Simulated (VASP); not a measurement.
A run of VASP 6.6.1:

The input POSCAR:

```
SiC
1.0
    3.0766210102      0.0000000000      0.0000000000
   -1.5383105051      2.6644319527      0.0000000000
    0.0000000000      0.0000000000     15.0980843200
Si C
6 6
Direct
    0.3333333333      0.6666666667      0.8329861500
    0.6666666667      0.3333333333      0.3329861500
    0.6666666667      0.3333333333      0.6665006000
    0.3333333333      0.6666666667      0.1665006000
    0.0000000000      0.0000000000      0.4997294200
    0.0000000000      0.0000000000      0.9997294200
    0.0000000000      0.0000000000      0.8743664100
    0.0000000000      0.0000000000      0.3743664100
    0.3333333333      0.6666666667      0.7079967800
    0.6666666667      0.3333333333      0.2079967800
    0.6666666667      0.3333333333      0.5415216400
    0.3333333333      0.6666666667      0.0415216400
```

Contents of INCAR.step1:

```
PREC = Accurate
ENCUT = 520
ISMEAR = -1
SIGMA = 0.02
LREAL = F
LASPH = T
NELM = 60
NBANDS = 36
GGA = PE
ALGO = Normal
EDIFF = 1E-4
LWAVE = T
LCHARG = F
```

File INCAR.step2:

```
PREC = Accurate
ENCUT = 520
EDIFF = 1E-8
ISMEAR = -1
SIGMA = 0.02
LREAL = F
LASPH = T
NELM = 60
ALGO = Normal
ISIF = 2
LWAVE = F
LCHARG = F
METAGGA = R2SCAN
LMIXTAU = T
LEFG = T
NBANDS = 36
ISTART = 1
```

The input KPOINTS:

```
regular mesh
0
Gamma
  10 10 2
```

Potentials or basis: VASP PAW PBE potentials, release 64 (Si, C).

Launch:

```bash
$ cat potpaw_PBE.64/Si/POTCAR potpaw_PBE.64/C/POTCAR > POTCAR
$ cp INCAR.step1 INCAR
$ mpirun -np 1 vasp_std > vasp.out
$ cp INCAR.step2 INCAR
$ mpirun -np 1 vasp_std > vasp.out
```

Hardware: 1 thread of Intel Xeon 8259CL, on a shared host.

Task: How long does it take, and how much memory?

Result: Run time: 14 min on 1 thread of Intel Xeon 8259CL, on a shared host, peak memory 0.3 GiB. Counts: k points 28.
